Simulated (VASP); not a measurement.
# SrO (R-3m) in VASP: further runs

The runs below take SrO through single point, relaxation of the atoms, with PBEsol.

All numbers are computed with VASP 6.6.1; they aren't measurements. Logs are shortened: lines on timing, memory, paths and dates and some standing lists are left out, and cuts for length are marked.

## Step 1: The cell of the first run

It takes space group R-3m (No. 166, trigonal). The conventional cell has a = 3.658 Å, b = 3.658 Å, c = 8.811 Å, α = 90.00°, β = 90.00°, γ = 120.00°. Sr (site symmetry -3m) has 6 O at 2.57 Å within 3.4 Å. Within 3.4 Å of O (site symmetry -3m) lie 6 Sr at 2.57 Å.

## Step 2: Single point, PBEsol (strained cell)

Input file INCAR:

```
SYSTEM = SrO
  ALGO = Normal
  EDIFF = 1E-6
  ENCUT = 600
  GGA = PS
  GGA_COMPAT = .FALSE.
  ISIF = 2
  ISMEAR = 0
  LASPH = .TRUE.
  LCHARG = .FALSE.
  LREAL = .FALSE.
  LWAVE = .FALSE.
  NBANDS = 15
  NELM = 120
  PREC = Accurate
  SIGMA = 0.02
```

Input file KPOINTS:

```
k-points
0
G
  6 6 6
  0 0 0
```

Input file POSCAR:

```
SrO
1.0
   -0.0289900622      2.5579500636      2.5579500636
    2.5579500636     -0.0289900622      2.5579500636
    2.5579500636      2.5579500636     -0.0289900622
Sr O
1 1
Direct
    0.0000000000      0.0000000000      0.0000000000
    0.5000000000      0.5000000000      0.5000000000
```

Potentials or basis: VASP PAW PBE potentials, release 64 (Sr_sv, O).

Command:

```bash
$ cat potpaw_PBE.64/Sr_sv/POTCAR potpaw_PBE.64/O/POTCAR > POTCAR
$ mpirun -np 1 vasp_std > vasp.out
```

OUTCAR:

```text
SYSTEM = SrO
   EDIFF = 1E-6
   ENCUT = 600
   GGA = PS
   ISIF = 2
   ISMEAR = 0
   LASPH = .TRUE.
   LREAL = .FALSE.
   NELM = 120
   PREC = Accurate

 ion  position               nearest neighbor table
   1  0.000  0.000  0.000-   2 2.57   2 2.57   2 2.57   2 2.57   2 2.57   2 2.57
   2  0.500  0.500  0.500-   1 2.57   1 2.57   1 2.57   1 2.57   1 2.57   1 2.57

  LATTYP: Found a trigonal (rhomboedric) cell.
 ALAT       =     3.6176038312
 COS(alpha) =     0.4886353006

  Lattice vectors:

 A1 = (  -0.0289900622,   2.5579500636,   2.5579500636)
 A2 = (   2.5579500636,  -0.0289900622,   2.5579500636)
 A3 = (   2.5579500636,   2.5579500636,  -0.0289900622)

Analysis of symmetry for initial positions (statically):
=====================================================================
 Subroutine PRICEL returns:
 Original cell was already a primitive cell.

 Routine SETGRP: Setting up the symmetry group for a
 trigonal (rhombohedral) supercell.

 Subroutine GETGRP returns: Found 12 space group operations
 (whereof 12 operations were pure point group operations)
 out of a pool of 12 trial point group operations.

The static configuration has the point symmetry D_3d.

Analysis of symmetry for dynamics (positions and initial velocities):
=====================================================================
 Subroutine PRICEL returns:
 Original cell was already a primitive cell.

 Routine SETGRP: Setting up the symmetry group for a
 trigonal (rhombohedral) supercell.

 Subroutine GETGRP returns: Found 12 space group operations
 (whereof 12 operations were pure point group operations)
 out of a pool of 12 trial point group operations.

The dynamic configuration has the point symmetry D_3d.

 Subroutine INISYM returns: Found 12 space group operations
 (whereof 12 operations are pure point group operations),
 and found     1 'primitive' translations

----------------------------------------------------------------------------------------

                                     Primitive cell

  volume of cell :      34.0429

  direct lattice vectors                    reciprocal lattice vectors
    -0.028990062  2.557950064  2.557950064    -0.192177051  0.194380021  0.194380021
     2.557950064 -0.028990062  2.557950064     0.194380021 -0.192177051  0.194380021
     2.557950064  2.557950064 -0.028990062     0.194380021  0.194380021 -0.192177051

  length of vectors
     3.617603831  3.617603831  3.617603831     0.335409010  0.335409010  0.335409010

  position of ions in fractional coordinates (direct lattice)
     0.000000000  0.000000000  0.000000000
     0.500000000  0.500000000  0.500000000

  ion indices of the primitive-cell ions
   primitive index   ion index
                 1           1
                 2           2

----------------------------------------------------------------------------------------

 KPOINTS: k-points

Automatic generation of k-mesh.
 Grid dimensions read from file:
 generate k-points for:    6    6    6

 Generating k-lattice:

  Cartesian coordinates                     Fractional coordinates (reciprocal lattice)
    -0.032029508  0.032396670  0.032396670     0.166666667  0.000000000 -0.000000000
     0.032396670 -0.032029508  0.032396670     0.000000000  0.166666667 -0.000000000
     0.032396670  0.032396670 -0.032029508     0.000000000  0.000000000  0.166666667

  Length of vectors
     0.055901502  0.055901502  0.055901502

  Shift w.r.t. Gamma in fractional coordinates (k-lattice)
     0.000000000  0.000000000  0.000000000

 Subroutine IBZKPT returns following result:
 ===========================================

 Found     32 irreducible k-points:

 Following reciprocal coordinates:
            Coordinates               Weight
  0.000000  0.000000  0.000000      1.000000
  0.166667  0.000000  0.000000      6.000000
  0.333333  0.000000  0.000000      6.000000
  0.500000  0.000000  0.000000      3.000000
  0.166667  0.166667  0.000000      6.000000
  0.333333  0.166667  0.000000     12.000000
[... 16 lines left out ...]
  0.500000  0.500000  0.166667      6.000000
 -0.333333  0.500000  0.166667     12.000000
 [... further k-points ...]
   k-points           NKPTS =     32   k-points in BZ     NKDIM =     32   number of bands    NBANDS=     15
   number of dos      NEDOS =    301   number of ions     NIONS =      2
   total plane-waves  NPLWV =  27000
   dimension x,y,z NGX =    30 NGY =   30 NGZ =   30
   dimension x,y,z NGXF=    60 NGYF=   60 NGZF=   60
   ions per type =               1   1
   NGX,Y,Z   is equivalent  to a cutoff of  13.79, 13.79, 13.79 a.u.
   NGXF,Y,Z  is equivalent  to a cutoff of  27.57, 27.57, 27.57 a.u.
 SYSTEM =  SrO
   PREC   = accura    normal or accurate (medium, high low for compatibility)
   ISTART =      0    job   : 0-new  1-cont  2-samecut
   ICHARG =      2    charge: 1-file 2-atom 10-const
   ISPIN  =      1    spin polarized calculation?
   LNONCOLLINEAR =      F non collinear calculations
[... 64 lines left out ...]
      3     -12.4208      2.00000
      4     -12.4208      2.00000
      5     -12.4107      2.00000
      6       1.4698      2.00000
      7       1.4698      2.00000
      8       1.5056      2.00000
      9       5.2901      0.00000
     10       7.5650      0.00000
     11       7.5650      0.00000
     12       7.7884      0.00000
     13       9.8341      0.00000
     14       9.8341      0.00000
     15      13.9611      0.00000

 k-point     2 :       0.1667    0.0000    0.0000
  band No.  band energies     occupation
      1     -30.7294      2.00000
      2     -14.0791      2.00000
      3     -12.4391      2.00000
      4     -12.4347      2.00000
      5     -11.9378      2.00000
      6       0.7290      2.00000
      7       1.1342      2.00000
      8       1.1795      2.00000
      9       6.4506      0.00000
     10       7.3979      0.00000
     11       8.0924      0.00000
     12       8.3004      0.00000
     13      10.5354      0.00000
     14      10.5371      0.00000
     15      15.6165      0.00000

 k-point     3 :       0.3333    0.0000    0.0000
  band No.  band energies     occupation
      1     -30.6601      2.00000
      2     -14.7734      2.00000
      3     -12.4795      2.00000
      4     -12.4748      2.00000
      5     -11.4086      2.00000
      6      -0.3153      2.00000
      7       0.5615      2.00000
      8       0.6285      2.00000
      9       7.5815      0.00000
     10       8.5886      0.00000
     11       9.3704      0.00000
     12       9.5988      0.00000
     13      12.1118      0.00000
     14      12.1218      0.00000
     15      17.1972      0.00000

 k-point     4 :       0.5000    0.0000    0.0000
  band No.  band energies     occupation
      1     -30.6249      2.00000
      2     -15.0480      2.00000
      3     -12.5015      2.00000
      4     -12.4923      2.00000
      5     -11.2166      2.00000
      6      -0.7407      2.00000
      7       0.3104      2.00000
      8       0.3865      2.00000
      9       7.9434      0.00000
     10       9.7484      0.00000
     11      10.1791      0.00000
     12      10.4095      0.00000
     13      13.4057      0.00000
     14      13.4343      0.00000
     15      16.1579      0.00000
[... 307 lines left out ...]
 k-point    22 :      -0.1667    0.3333    0.1667
  band No.  band energies     occupation
      1     -30.6155      2.00000
      2     -14.5159      2.00000
      3     -12.8491      2.00000
      4     -12.6761      2.00000
      5     -11.7416      2.00000
      6       0.1214      2.00000
      7       0.6673      2.00000
      8       1.1070      2.00000
      9       6.4674      0.00000
     10       8.5599      0.00000
     11      10.1981      0.00000
     12      10.9372      0.00000
     13      12.2857      0.00000
     14      13.5097      0.00000
     15      15.6502      0.00000

 k-point    23 :       0.5000    0.5000    0.1667
  band No.  band energies     occupation
      1     -30.5897      2.00000
      2     -14.1948      2.00000
      3     -13.0413      2.00000
      4     -12.7335      2.00000
      5     -12.2390      2.00000
      6       0.6917      2.00000
      7       0.9684      2.00000
      8       1.0943      2.00000
      9       5.5031      0.00000
     10       9.3147      0.00000
     11      10.5343      0.00000
     12      11.6317      0.00000
     13      12.3373      0.00000
     14      13.7490      0.00000
     15      15.1412      0.00000

 k-point    24 :      -0.3333    0.5000    0.1667
  band No.  band energies     occupation
      1     -30.5801      2.00000
      2     -14.0724      2.00000
      3     -13.2582      2.00000
      4     -12.9510      2.00000
      5     -12.0183      2.00000
      6       0.5829      2.00000
      7       1.0095      2.00000
      8       1.1352      2.00000
      9       6.0348      0.00000
     10       8.9821      0.00000
     11       9.9042      0.00000
     12      12.4831      0.00000
     13      12.6426      0.00000
     14      14.3046      0.00000
     15      14.8973      0.00000

 [... further k-points ...]

------------------------ aborting loop because EDIFF is reached ----------------------------------------

  FORCE on cell =-STRESS in cart. coord.  units (eV):
  Direction    XX          YY          ZZ          XY          YZ          ZX
  --------------------------------------------------------------------------------------
  -------------------------------------------------------------------------------------
  Total       -0.1436828     -0.1436828     -0.1436828      0.1275517      0.1275517      0.1275517
  in kB       -6.7622074     -6.7622074     -6.7622074      6.0030226      6.0030226      6.0030226
  external PRESSURE =      -6.7622074 kB  Pullay stress =       0.0000000 kB

 VOLUME and BASIS-vectors are now :
 -----------------------------------------------------------------------------
  energy-cutoff  :      600.00
  volume of cell :       34.04
      direct lattice vectors                 reciprocal lattice vectors
    -0.028990062  2.557950064  2.557950064    -0.192177051  0.194380021  0.194380021
     2.557950064 -0.028990062  2.557950064     0.194380021 -0.192177051  0.194380021
     2.557950064  2.557950064 -0.028990062     0.194380021  0.194380021 -0.192177051

 POSITION                                       TOTAL-FORCE (eV/Angst)
 -----------------------------------------------------------------------------------
      0.00000      0.00000      0.00000         0.000000      0.000000     -0.000000
      2.54346      2.54346      2.54346        -0.000000      0.000000      0.000000
 -----------------------------------------------------------------------------------
    total drift:                                0.000000      0.000000      0.000000

  FREE ENERGIE OF THE ION-ELECTRON SYSTEM (eV)
  ---------------------------------------------------
  free  energy   TOTEN  =       -12.6385942602 eV

  energy  without entropy=      -12.6385942602  energy(sigma->0) =      -12.63859426
```

Run time: 40 s. Hardware: 1 thread of Intel Xeon 8259CL, shared host; peak memory 0.18 GiB.

Results:

- Free energy: -12.6386 eV
- Pressure: -0.7 GPa
- Band gap on the k mesh: 3.13 eV (least direct gap 3.23 eV)

Levels at points of the mesh, in eV from the valence-band top:
| k point | band 4 | band 5 | band 6 | band 7 | band 8 | band 9 | band 10 | band 11 | band 12 | band 13 |
| --- | --- | --- | --- | --- | --- | --- | --- | --- | --- | --- |
| (0.00, 0.00, 0.00) | -13.93 | -13.92 | -0.04 | -0.04 | 0.00 | 3.78 | 6.06 | 6.06 | 6.28 | 8.33 |
| (0.50, 0.00, 0.00) | -14.00 | -12.72 | -2.25 | -1.20 | -1.12 | 6.44 | 8.24 | 8.67 | 8.90 | 11.90 |
| (0.50, 0.50, 0.00) | -14.31 | -14.29 | -0.47 | -0.13 | -0.10 | 3.13 | 7.72 | 10.15 | 10.18 | 11.11 |
| (0.50, 0.50, 0.50) | -14.02 | -12.77 | -2.25 | -1.22 | -1.22 | 6.50 | 8.28 | 8.89 | 8.89 | 11.94 |

Caveat: the cell differs from its parent crystal (strained cell); the PAW data sets were made with another functional, which shifts forces and pressure a little.

## Step 3: Single point, PBEsol

Input file INCAR:

```
PREC = Accurate
ENCUT = 600
EDIFF = 1E-6
ISMEAR = 0
SIGMA = 0.01
LREAL = F
LASPH = T
NELM = 120
ALGO = Normal
ISIF = 2
LWAVE = F
LCHARG = F
GGA = PS
NBANDS = 15
GGA_COMPAT = F
```

Input file KPOINTS:

```
regular mesh
0
Gamma
  6 6 6
```

POSCAR is that of step 2.

Potentials or basis: VASP PAW PBE potentials, release 64 (Sr_sv, O).

Command:

```bash
$ cat potpaw_PBE.64/Sr_sv/POTCAR potpaw_PBE.64/O/POTCAR > POTCAR
$ mpirun -np 1 vasp_std > vasp.out
```

Wall time 41 s (1 thread of Intel Xeon 8259CL, shared host); peak memory 0.18 GiB.

Results (log left out):

- Free energy: -12.6386 eV
- Pressure: -0.7 GPa
- Band gap on the k mesh: 3.13 eV (least direct gap 3.23 eV)

Stress tensor (GPa, compression positive):
```
-0.68  0.60  0.60
 0.60 -0.68  0.60
 0.60  0.60 -0.68
```

Levels at points of the mesh, in eV from the valence-band top:
```tsv
k point	band 5	band 6	band 7	band 8	band 9	band 10	band 11	band 12
(0.00, 0.00, 0.00)	-13.92	-0.04	-0.04	0.00	3.78	6.06	6.06	6.28
(0.50, 0.00, 0.00)	-12.72	-2.25	-1.20	-1.12	6.44	8.24	8.67	8.90
(0.50, 0.50, 0.00)	-14.29	-0.47	-0.13	-0.10	3.13	7.72	10.15	10.18
(0.50, 0.50, 0.50)	-12.77	-2.25	-1.22	-1.22	6.50	8.28	8.89	8.89
```

Caveat: the PAW data sets were made with another functional, which shifts forces and pressure a little. A k mesh can miss the band edges.

## Step 4: Single point, PBEsol

Input file INCAR:

```
SYSTEM = SrO
PREC     = Accurate       ! precision mode
ENCUT    = 600            ! plane-wave cutoff, eV
EDIFF    = 1E-6           ! SCF threshold, eV
ISMEAR   = 0              ! smearing method
SIGMA    = 0.01           ! smearing width, eV
LREAL    = .False.        ! projectors in reciprocal space
LASPH    = .True.         ! aspherical terms in the spheres
NELM     = 120            ! most SCF steps
ALGO     = Normal         ! electronic algorithm
ISIF     = 2              ! what is computed and relaxed
LWAVE    = .False.        ! write WAVECAR
LCHARG   = .True.         ! write CHGCAR
GGA      = PS             ! functional
LELF     = .True.         ! ELF
LVHAR    = .True.       
NBANDS   = 15             ! bands
GGA_COMPAT= .False.
```

Input file KPOINTS:

```
Automatic mesh
0
Gamma
  6 6 6
  0 0 0
```

POSCAR is that of step 3.

Command:

```bash
$ cat potpaw_PBE.64/Sr_sv/POTCAR potpaw_PBE.64/O/POTCAR > POTCAR
$ mpirun -np 1 vasp_std > vasp.out
```

Wall time 44 s (1 thread of Intel Xeon 8259CL, shared host); peak memory 0.18 GiB.

The run converged. Its results:

- Free energy: -12.6386 eV
- Pressure: -0.7 GPa
- Band gap on the k mesh: 3.13 eV (least direct gap 3.23 eV)

Stress tensor (GPa, compression positive):
```
-0.68  0.60  0.60
 0.60 -0.68  0.60
 0.60  0.60 -0.68
```

Levels at points of the mesh, in eV from the valence-band top:
```tsv
k point	band 5	band 6	band 7	band 8	band 9	band 10	band 11	band 12
(0.00, 0.00, 0.00)	-13.92	-0.04	-0.04	0.00	3.78	6.06	6.06	6.28
(0.50, 0.00, 0.00)	-12.72	-2.25	-1.20	-1.12	6.44	8.24	8.67	8.90
(0.50, 0.50, 0.00)	-14.29	-0.47	-0.13	-0.10	3.13	7.72	10.15	10.18
(0.50, 0.50, 0.50)	-12.77	-2.25	-1.22	-1.22	6.50	8.28	8.89	8.89
```

Caveat: the PAW data sets were made with another functional, which shifts forces and pressure a little.

## Step 5: Relaxation of the atoms, PBEsol (strained cell)

Input file INCAR:

```
PREC     = Accurate       # precision mode
ENCUT    = 520            # plane-wave cutoff, eV
EDIFF    = 1E-7           # SCF threshold, eV
ISMEAR   = 0              # smearing method
SIGMA    = 0.02           # smearing width, eV
LREAL    = F              # projectors in reciprocal space
LASPH    = T              # aspherical terms in the spheres
NELM     = 120            # most SCF steps
ALGO     = Normal         # electronic algorithm
ISIF     = 2              # what is computed and relaxed
LWAVE    = F              # write WAVECAR
LCHARG   = F              # write CHGCAR
GGA      = PS             # functional
IBRION   = 2              # ionic algorithm
NSW      = 60             # ionic steps
EDIFFG   = -0.002         # ionic threshold
GGA_COMPAT= F            
NELMIN   = 4
```

Input file KPOINTS:

```
Automatic mesh
0
Gamma
  6 6 6
```

POSCAR is that of step 4.

Command:

```bash
$ cat potpaw_PBE.64/Sr_sv/POTCAR potpaw_PBE.64/O/POTCAR > POTCAR
$ mpirun -np 1 vasp_std > vasp.out
```

Run time: 31 s. Hardware: 1 thread of Intel Xeon 8259CL, shared host; peak memory 0.16 GiB.

Results (log left out):

| Quantity | Value |
| --- | --- |
| Free energy | -12.6372 eV |
| Pressure after relaxing | -0.6 GPa |
| Band gap on the k mesh | 3.13 eV (least direct gap 3.23 eV) |

Stress tensor (GPa, compression positive):
```
-0.60  0.60  0.60
 0.60 -0.60  0.60
 0.60  0.60 -0.60
```

Final structure:
```yaml
crystal:
  lattice:
    - [-0.02899, 2.55795, 2.55795]
    - [2.55795, -0.02899, 2.55795]
    - [2.55795, 2.55795, -0.02899]
  atoms:
    - { symbol: Sr, position: [0.00000, 0.00000, 0.00000] }
    - { symbol: O, position: [0.50000, 0.50000, 0.50000] }
```

Levels at points of the mesh, in eV from the valence-band top:
| k point | band 5 | band 6 | band 7 | band 8 | band 9 | band 10 | band 11 | band 12 |
| --- | --- | --- | --- | --- | --- | --- | --- | --- |
| (0.00, 0.00, 0.00) | -13.92 | -0.04 | -0.04 | 0.00 | 3.78 | 6.06 | 6.06 | 6.28 |
| (0.50, 0.00, 0.00) | -12.72 | -2.25 | -1.20 | -1.12 | 6.44 | 8.24 | 8.67 | 8.90 |
| (0.50, 0.50, 0.00) | -14.29 | -0.47 | -0.13 | -0.10 | 3.13 | 7.72 | 10.15 | 10.18 |
| (0.50, 0.50, 0.50) | -12.77 | -2.25 | -1.23 | -1.23 | 6.50 | 8.28 | 8.89 | 8.89 |

Caveat: the cell differs from its parent crystal (strained cell); the PAW data sets were made with another functional, which shifts forces and pressure a little.

## Step 6: Overview

| task | cell | cutoff (eV) | smearing | gap on the mesh (eV) | pressure (GPa) |
| --- | --- | --- | --- | --- | --- |
| single point | as given | 600 | gaussian 0.02 eV | 3.13 | -0.7 |
| single point | as given | 600 | gaussian 0.01 eV | 3.13 | -0.7 |
| relaxation of the atoms | atoms relaxed | 520 | gaussian 0.02 eV | 3.13 | -0.6 |

Alike in all rows: level PBEsol; potentials or basis VASP PAW PBE potentials, release 64 (Sr_sv, O); no spin polarisation; k mesh 6 × 6 × 6.

Caveats: the PAW data sets were made with another functional, which shifts forces and pressure a little.

Total energies depend on the potentials used, so only differences within one code and one set of settings carry meaning.
